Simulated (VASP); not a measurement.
Write the native input for VASP 6.6.1 that does the following.

```
Task                   : relaxation of cell and atoms
Functional             : PBE
Potentials or basis    : VASP PAW PBE potentials, release 64 (Hf_pv)
Cutoff                 : 500 eV
k mesh                 : 6 × 6 × 6
Occupations            : gaussian, width 0.1 eV
Spin                   : no spin polarisation
Dipole correction      : no
Further INCAR settings : ALGO = Normal; EDIFF = 1e-07; IBRION = 2; EDIFFG = -0.04; NSW = 90; ISIF = 3
```

The structure of Hf lies in POSCAR:

```
Hf
1.0
    0.0000000000      2.9408856234      2.9408856234
    2.9408856234      0.0000000000      2.9408856234
    2.9408856234      2.9408856234      0.0000000000
Hf
2
Direct
    0.5000000000      0.5000000000      0.5000000000
    0.7500000000      0.7500000000      0.7500000000
```

The input as run:

INCAR

```
PREC = Accurate
ENCUT = 500
EDIFF = 1E-7
ISMEAR = 0
SIGMA = 0.1
LREAL = F
LASPH = T
NELM = 120
ALGO = Normal
ISIF = 3
LWAVE = F
LCHARG = F
GGA = PE
IBRION = 2
NSW = 90
EDIFFG = -0.04
GGA_COMPAT = F
NELMIN = 4
```

KPOINTS

```
regular mesh
0
Gamma
  6 6 6
```

Potentials or basis: VASP PAW PBE potentials, release 64 (Hf_pv).

Launch:

```bash
$ cat potpaw_PBE.64/Hf_pv/POTCAR > POTCAR
$ mpirun -np 1 vasp_std > vasp.out
```

Results of the run:

```yaml
Relaxed_volume: 35.39 Å³/atom
Relaxed_cell: a = 4.643 Å, b = 4.643 Å, c = 4.643 Å, α = 60.00°, β = 60.00°, γ = 60.00°
Space_group_after_relaxing_to_0.05_Å: Fd-3m (No. 227)
Energy_gained_by_relaxing: 305.0 meV/atom
Ionic_steps: 3
Pressure_after_relaxing: -0.1 GPa
Band_gap_on_the_k_mesh: zero (band 10 reaches 1.86 eV, above the bottom of band 11 at 1.30 eV)
```

Caveat: the volume moved by over 15 % at a fixed basis, so the end points are rough; spin-orbit coupling is left out, which moves the levels of the heavy elements.

Run time: 31 s on 1 thread of Intel(R) Xeon(R) 6975P-C (Granite Rapids), on a shared host, peak memory 0.17 GiB.
